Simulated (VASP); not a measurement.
# HfC (I4mm) in VASP: further runs, part 2 of 2

VASP 6.6.1.

## Step 4: Electric field gradients, PBEsol (shortest bond scaled by 0.7)

INCAR

```
  ALGO = Normal
  EDIFF = 1E-8
  ENCUT = 520
  GGA = PS
  ISIF = 2
  ISMEAR = -1
  LASPH = True
  LCHARG = False
  LEFG = True
  LREAL = False
  LWAVE = False
  NBANDS = 14
  NELM = 80
  PREC = Accurate
  SIGMA = 0.05
```

KPOINTS

```
k-points
0
Gamma
  11 11 11
```

POSCAR

```
HfC
1.0
    0.0000000000      2.3250000000      2.3250000000
    2.3250000000      0.0000000000      2.3250000000
    2.3250000000      2.3250000000      0.0000000000
Hf C
1 1
Direct
    0.4250000000      0.4250000000      0.5750000000
    0.0750000000      0.0750000000     -0.0750000000
```

Potentials or basis: VASP PAW PBE potentials, release 64 (Hf_pv, C).

Command:

```
> cat potpaw_PBE.64/Hf_pv/POTCAR potpaw_PBE.64/C/POTCAR > POTCAR
> mpirun -np 1 vasp_std > vasp.out
```

OUTCAR:

```text
EDIFF = 1E-8
   ENCUT = 520
   GGA = PS
   ISIF = 2
   ISMEAR = -1
   LASPH = True
   LREAL = False
   NELM = 80
   PREC = Accurate

 ion  position               nearest neighbor table
   1  0.425  0.425  0.575-   2 1.63   2 2.43   2 2.43   2 2.43   2 2.43
   2  0.075  0.075  0.925-   1 1.63   1 2.43   1 2.43   1 2.43   1 2.43

  LATTYP: Found a face centered cubic cell.
 ALAT       =     4.6500000000

  Lattice vectors:

 A1 = (   0.0000000000,   2.3250000000,   2.3250000000)
 A2 = (   2.3250000000,   0.0000000000,   2.3250000000)
 A3 = (   2.3250000000,   2.3250000000,   0.0000000000)

Analysis of symmetry for initial positions (statically):
=====================================================================
 Subroutine PRICEL returns:
 Original cell was already a primitive cell.

 Routine SETGRP: Setting up the symmetry group for a
 face centered cubic supercell.

 Subroutine GETGRP returns: Found  8 space group operations
 (whereof  8 operations were pure point group operations)
 out of a pool of 48 trial point group operations.

The static configuration has the point symmetry C_4v.

Analysis of symmetry for dynamics (positions and initial velocities):
=====================================================================
 Subroutine PRICEL returns:
 Original cell was already a primitive cell.

 Routine SETGRP: Setting up the symmetry group for a
 face centered cubic supercell.

 Subroutine GETGRP returns: Found  8 space group operations
 (whereof  8 operations were pure point group operations)
 out of a pool of 48 trial point group operations.

The dynamic configuration has the point symmetry C_4v.

 Subroutine INISYM returns: Found  8 space group operations
 (whereof  8 operations are pure point group operations),
 and found     1 'primitive' translations

----------------------------------------------------------------------------------------

                                     Primitive cell

  volume of cell :      25.1362

  direct lattice vectors                    reciprocal lattice vectors
     0.000000000  2.325000000  2.325000000    -0.215053763  0.215053763  0.215053763
     2.325000000  0.000000000  2.325000000     0.215053763 -0.215053763  0.215053763
     2.325000000  2.325000000  0.000000000     0.215053763  0.215053763 -0.215053763

  length of vectors
     3.288046533  3.288046533  3.288046533     0.372484045  0.372484045  0.372484045

  position of ions in fractional coordinates (direct lattice)
     0.425000000  0.425000000  0.575000000
     0.075000000  0.075000000  0.925000000

  ion indices of the primitive-cell ions
   primitive index   ion index
                 1           1
                 2           2

----------------------------------------------------------------------------------------

 KPOINTS: k-points

Automatic generation of k-mesh.
 Grid dimensions read from file:
 generate k-points for:   11   11   11

 Generating k-lattice:

[... 80 lines left out ...]
     AMIX     =   0.40;   BMIX     =  1.00
     AMIX_MAG =   1.60;   BMIX_MAG =  1.00
  volume/ion in A,a.u.               =      12.57        84.81
  Fermi-wavevector in a.u.,A,eV,Ry     =   1.346949  2.545365 24.684672  1.814272
  Thomas-Fermi vector in A             =   2.474740
   LORBIT       =      0    0 simple, 1 ext, 2 COOP (PROOUT), +10 PAW based schemes
   GGA     = PS    functional components
   LHFCALC =     F    Hartree Fock is set to
   AEXX    =    0.0000 exact exchange contribution
   IVDW    =     0    specifies the selected vdW correction
   LEPSILON=     F    determine dielectric tensor
   LRPA    =     F    only Hartree local field effects (RPA)
 non-spin polarized calculation
  energy-cutoff  :      520.00
  volume of cell :       25.14
 maximum number of plane-waves:       690
   NGX = 13   NGY = 13   NGZ = 13

 number of electron      14.0000002 magnetization

 Free energy of the ion-electron system (eV)
  ---------------------------------------------------
  ext. energy  EPLUGINS =         0.00000000
  ---------------------------------------------------
  free energy    TOTEN  =       -18.03348371 eV

  energy without entropy =      -18.03208600  energy(sigma->0) =      -18.03278486

 E-fermi :   5.6132     XC(G=0): -12.2238

 val. band max:        5.5462262449   @ k =  -0.4545   0.4545   0.0000
 cond. band min:       5.6781128342   @ k =  -0.1818   0.2727   0.0909
 fundamental gap:      0.1318865893
 Fermi energy:         5.6132168830

 k-point     1 :       0.0000    0.0000    0.0000
  band No.  band energies     occupation
      1     -24.2596      2.00000
      2     -23.4266      2.00000
      3     -23.4266      2.00000
      4      -6.0777      2.00000
      5       3.0115      2.00000
      6       3.0115      2.00000
      7       4.0651      2.00000
      8       7.3487      0.00000
      9       9.3984      0.00000
     10      11.4237      0.00000
     11      12.2296      0.00000
     12      12.2296      0.00000
     13      15.7840      0.00000
     14      15.8937      0.00000
[... 377 lines left out ...]
      1     -24.4448      2.00000
      2     -23.5814      2.00000
      3     -23.5031      2.00000
      4      -4.8528      2.00000
      5       2.0930      2.00000
      6       2.8236      2.00000
      7       3.7168      2.00000
      8       7.4074      0.00000
      9       9.0340      0.00000
     10      10.8281      0.00000
     11      13.3462      0.00000
     12      14.7580      0.00000
     13      17.7290      0.00000
     14      19.0326      0.00000

 [... further k-points ...]

------------------------ aborting loop because EDIFF is reached ----------------------------------------

  FORCE on cell =-STRESS in cart. coord.  units (eV):
  Direction    XX          YY          ZZ          XY          YZ          ZX
  --------------------------------------------------------------------------------------
  -------------------------------------------------------------------------------------
  Total       -1.2867015     -1.2867015     28.9735852      0.0000000     -0.0000000      0.0000000
  in kB      -82.0142909    -82.0142909   1846.7748591      0.0000000     -0.0000000      0.0000000
  external PRESSURE =     560.9154258 kB  Pullay stress =       0.0000000 kB

 VOLUME and BASIS-vectors are now :
 -----------------------------------------------------------------------------
  energy-cutoff  :      520.00
  volume of cell :       25.14
      direct lattice vectors                 reciprocal lattice vectors
     0.000000000  2.325000000  2.325000000    -0.215053763  0.215053763  0.215053763
     2.325000000  0.000000000  2.325000000     0.215053763 -0.215053763  0.215053763
     2.325000000  2.325000000  0.000000000     0.215053763  0.215053763 -0.215053763

 POSITION                                       TOTAL-FORCE (eV/Angst)
 -----------------------------------------------------------------------------------
      2.32500      2.32500      1.97625         0.000000      0.000000     19.365397
      2.32500      2.32500      0.34875         0.000000      0.000000    -19.365397
 -----------------------------------------------------------------------------------
    total drift:                                0.000001      0.000001      0.000114

  FREE ENERGIE OF THE ION-ELECTRON SYSTEM (eV)
  ---------------------------------------------------
  free  energy   TOTEN  =       -18.0334837144 eV

  energy  without entropy=      -18.0320859976  energy(sigma->0) =      -18.03278486

 Electric field gradients (V/A^2)
---------------------------------------------------------------------
 ion       V_xx      V_yy      V_zz      V_xy      V_xz      V_yz
---------------------------------------------------------------------
   1      42.664    42.664   -85.328     0.001     0.001     0.001
   2       1.031     1.031    -2.061    -0.000    -0.000    -0.000
---------------------------------------------------------------------

 Electric field gradients after diagonalization (V/A^2)
 (convention: |V_zz| > |V_xx| > |V_yy|)
----------------------------------------------------------------------
 ion       V_xx      V_yy      V_zz     asymmetry (V_yy - V_xx)/ V_zz
----------------------------------------------------------------------
   1      42.665    42.663   -85.328       0.000
   2       1.031     1.030    -2.061       0.000
----------------------------------------------------------------------

           NMR quadrupolar parameters

 Cq : quadrupolar parameter    Cq=e*Q*V_zz/h
 eta: asymmetry parameters     (V_yy - V_xx)/ V_zz
 Q  : nuclear electric quadrupole moment in mb (millibarn)
----------------------------------------------------------------------
 ion       Cq(MHz)       eta       Q (mb)
----------------------------------------------------------------------
   1      -0.206       0.000       1.000
   2      -0.005       0.000       1.000
----------------------------------------------------------------------
```

OSZICAR:

```text
N       E                     dE             d eps       ncg     rms          rms(c)
DAV:   1     0.284911648686E+02    0.28491E+02   -0.71937E+03  3536   0.937E+02
DAV:   2    -0.202447055756E+02   -0.48736E+02   -0.45712E+02  4516   0.209E+02
DAV:   3    -0.217384903703E+02   -0.14938E+01   -0.14900E+01  4206   0.277E+01
DAV:   4    -0.217456234192E+02   -0.71330E-02   -0.71325E-02  4272   0.233E+00
DAV:   5    -0.217456829764E+02   -0.59557E-04   -0.59557E-04  4288   0.184E-01    0.850E+01
DAV:   6    -0.181085313575E+02    0.36372E+01   -0.12062E+01  3768   0.214E+01    0.438E+01
DAV:   7    -0.180456743411E+02    0.62857E-01   -0.63804E-01  4224   0.567E+00    0.224E+01
DAV:   8    -0.180387741030E+02    0.69002E-02   -0.60996E-02  4308   0.187E+00    0.326E+00
DAV:   9    -0.180338083228E+02    0.49658E-02   -0.17302E-02  3948   0.887E-01    0.197E+00
DAV:  10    -0.180335399281E+02    0.26839E-03   -0.16209E-03  4314   0.278E-01    0.114E-01
DAV:  11    -0.180334839361E+02    0.55992E-04   -0.19104E-04  4128   0.991E-02    0.610E-02
DAV:  12    -0.180334839218E+02    0.14392E-07   -0.95542E-06  4422   0.198E-02    0.230E-02
DAV:  13    -0.180334838318E+02    0.89919E-07   -0.54992E-07  4260   0.540E-03    0.786E-03
DAV:  14    -0.180334837282E+02    0.10362E-06   -0.91648E-08  4488   0.230E-03    0.262E-03
DAV:  15    -0.180334837167E+02    0.11507E-07   -0.94852E-09  2454   0.797E-04    0.167E-04
DAV:  16    -0.180334837144E+02    0.23388E-08   -0.75938E-10  2130   0.240E-04
   1 F= -.18033484E+02 E0= -.18032785E+02  d E =-.139772E-02
```

stdout:

```text
POSCAR found type information on POSCAR HfC
 POSCAR found :  2 types and       2 ions
 scaLAPACK will be used
 -----------------------------------------------------------------------------
|                                                                             |
|                                                                             |
|     You enforced a specific xc type in the INCAR file but a different       |
|     I HOPE YOU KNOW WHAT YOU ARE DOING!                                     |
|                                                                             |
 -----------------------------------------------------------------------------

 LDA part: xc-table for (Slater+PW92), standard interpolation
 POSCAR, INCAR and KPOINTS ok, starting setup
 FFT: planning ... GRIDC
 FFT: planning ... GRID_SOFT
 FFT: planning ... GRID
 WAVECAR not read
 entering main loop
ion   1

ion   2
```

Wall time 59 s (1 thread of Intel Xeon 8259CL, shared host); peak memory 0.17 GiB.

What came out:

```yaml
Free_energy: -18.0335 eV
Pressure: 56.1 GPa
Largest_force: 19.365 eV/Å
Band_gap_on_the_k_mesh: zero (bands 7 and 8 overlap by 1.21 eV)
Largest_electric_field_gradient_by_atom: Hf -85.3; C -2.1 V/Å²
```

Forces in eV/Å, atoms in the order of the input:
```
Hf    0.000   0.000  19.365
C     0.000   0.000 -19.365
```

Electric field gradients, principal values (V/Å²):
| atom | least | middle | greatest (by size) |
| --- | --- | --- | --- |
| 1 Hf | 42.663 | 42.665 | -85.328 |
| 2 C | 1.030 | 1.031 | -2.061 |

Caveat: the cell differs from its parent crystal (shortest bond scaled by 0.7); the cell stands under pressure; without QUAD_EFG the Cq values of the log hold for a quadrupole moment of 1 mb, not for the nuclei; the PAW data sets were made with another functional, which shifts forces and pressure a little; spin-orbit coupling is left out, which moves the levels of the heavy elements.

## Step 5: Electric field gradients, PBEsol (shortest bond scaled by 0.58)

INCAR

```
SYSTEM = HfC
PREC = Accurate ; ENCUT = 520
EDIFF = 1E-8 ; ISMEAR = -1
SIGMA = 0.05 ; LREAL = .False.
LASPH = .True. ; NELM = 100
ALGO = Normal ; ISIF = 2
LWAVE = .False. ; LCHARG = .False.
GGA = PS ; LEFG = .True.
NBANDS = 14
```

KPOINTS

```
regular mesh
0
Gamma
  11 11 11
  0 0 0
```

POSCAR

```
HfC
1.0
    0.0000000000      2.3250000000      2.3250000000
    2.3250000000      0.0000000000      2.3250000000
    2.3250000000      2.3250000000      0.0000000000
Hf C
1 1
Direct
    0.3950000000      0.3950000000      0.6050000000
    0.1050000000      0.1050000000     -0.1050000000
```

Potentials or basis: VASP PAW PBE potentials, release 64 (Hf_pv, C).

Command:

```
> cat potpaw_PBE.64/Hf_pv/POTCAR potpaw_PBE.64/C/POTCAR > POTCAR
> mpirun -np 1 vasp_std > vasp.out
```

OUTCAR:

```text
SYSTEM = HfC
   PREC = Accurate
   ENCUT = 520
   EDIFF = 1E-8
   ISMEAR = -1
   LREAL = .False.
   LASPH = .True.
   NELM = 100
   ISIF = 2
   GGA = PS

 ion  position               nearest neighbor table
   1  0.395  0.395  0.605-   2 1.35   2 2.52   2 2.52   2 2.52   2 2.52
   2  0.105  0.105  0.895-   1 1.35   1 2.52   1 2.52   1 2.52   1 2.52

 -----------------------------------------------------------------------------
|                                                                             |
|           W    W    AA    RRRRR   N    N  II  N    N   GGGG   !!!           |
|           W    W   A  A   R    R  NN   N  II  NN   N  G    G  !!!           |
[... 641 lines left out ...]

 Electric field gradients (V/A^2)
---------------------------------------------------------------------
 ion       V_xx      V_yy      V_zz      V_xy      V_xz      V_yz
---------------------------------------------------------------------
   1    -263.274  -263.274   526.548     0.000     0.000     0.000
   2     -31.972   -31.972    63.944     0.000     0.000     0.000
---------------------------------------------------------------------

 Electric field gradients after diagonalization (V/A^2)
 (convention: |V_zz| > |V_xx| > |V_yy|)
----------------------------------------------------------------------
 ion       V_xx      V_yy      V_zz     asymmetry (V_yy - V_xx)/ V_zz
----------------------------------------------------------------------
   1    -263.274  -263.274   526.548       0.000
   2     -31.972   -31.972    63.944       0.000
----------------------------------------------------------------------

           NMR quadrupolar parameters

 Cq : quadrupolar parameter    Cq=e*Q*V_zz/h
 eta: asymmetry parameters     (V_yy - V_xx)/ V_zz
 Q  : nuclear electric quadrupole moment in mb (millibarn)
----------------------------------------------------------------------
 ion       Cq(MHz)       eta       Q (mb)
----------------------------------------------------------------------
   1       1.273       0.000       1.000
   2       0.155       0.000       1.000
----------------------------------------------------------------------
```

Wall time 59 s (1 thread of Intel Xeon 8259CL, shared host); peak memory 0.17 GiB.

What came out:

```
Free energy                             : -8.6391 eV
Pressure                                : 140.2 GPa
Largest force                           : 53.191 eV/Å
Band gap on the k mesh                  : zero (bands 7 and 8 overlap by 1.91 eV)
Largest electric field gradient by atom : Hf +526.5; C +63.9 V/Å²
```

Forces in eV/Å, atoms in the order of the input:
```
Hf    0.000   0.000  53.191
C     0.000   0.000 -53.191
```

Stress tensor (GPa, compression positive):
```
 -8.19   0.00   0.00
  0.00  -8.19   0.00
  0.00   0.00 436.90
```

Electric field gradients, principal values (V/Å²):
```
atom     least    middle  greatest (by size)
1 Hf  -263.274  -263.274             526.548
 2 C   -31.972   -31.972              63.944
```

Caveat: the cell differs from its parent crystal (shortest bond scaled by 0.58); atoms lie so close that the PAW spheres overlap strongly, which falsifies energies and pressures; the cell stands under pressure; without QUAD_EFG the Cq values of the log hold for a quadrupole moment of 1 mb, not for the nuclei; the PAW data sets were made with another functional, which shifts forces and pressure a little; spin-orbit coupling is left out, which moves the levels of the heavy elements.

## Step 6: Summary

```tsv
cell	gap on the mesh (eV)	pressure (GPa)	largest force (eV/Å)
as given, shortest bond scaled by 0.88	none	0.7	2.84
as given, shortest bond scaled by 0.76	none	30.0	11.05
as given, shortest bond scaled by 0.7	none	56.1	19.37
as given, shortest bond scaled by 0.58	none	140.2	53.19
```

Some of these runs hold the atoms at other places in the same cell, which the table doesn't show; runs alike in all that it shows share one row.

Alike in all rows: task electric field gradients; level PBEsol; potentials or basis VASP PAW PBE potentials, release 64 (Hf_pv, C); no spin polarisation; k mesh 11 × 11 × 11; cutoff (eV) 520; smearing fermi-dirac 0.05 eV.

Caveats: the PAW data sets were made with another functional, which shifts forces and pressure a little; spin-orbit coupling is left out, which moves the levels of the heavy elements; the cell stands under pressure (at least some runs); atoms lie so close that the PAW spheres overlap strongly, which falsifies energies and pressures (at least some runs).

Absolute energies hang on the potentials; compare differences alone.
